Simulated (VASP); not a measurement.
A run of VASP 6.6.1 is set up as follows.

File INCAR:

```
SYSTEM = Zn
ALGO = Normal
EDIFF = 1E-7
ENCUT = 520
ISIF = 2
ISMEAR = 0
LASPH = .TRUE.
LCHARG = .FALSE.
LREAL = .FALSE.
LWAVE = .FALSE.
NBANDS = 12
NELM = 60
PREC = Accurate
SIGMA = 0.1
```

Contents of KPOINTS:

```
k-points
0
G
  9 9 8
  0 0 0
```

File POSCAR:

```
Zn
1.0
   -1.5271390000      1.5617310000      1.5269050000
    1.4864710000     -1.6587790000      1.5832850000
    1.5658470000      1.6974880000     -1.6239530000
Zn
1
Direct
    0.0197600000     -0.0046890000      0.0109340000
```

Potentials or basis: VASP PAW LDA potentials, release 64 (Zn).

Launch:

```console
$ cat potpaw_LDA.64/Zn/POTCAR > POTCAR
$ mpirun -np 1 vasp_std > vasp.out
```

(1) Estimate the pressure.

(2) Predict the band gap on the k mesh.

Answers

(1) -7.7 GPa.

(2) zero (band 6 reaches 5.52 eV, above the bottom of band 7 at 1.50 eV).
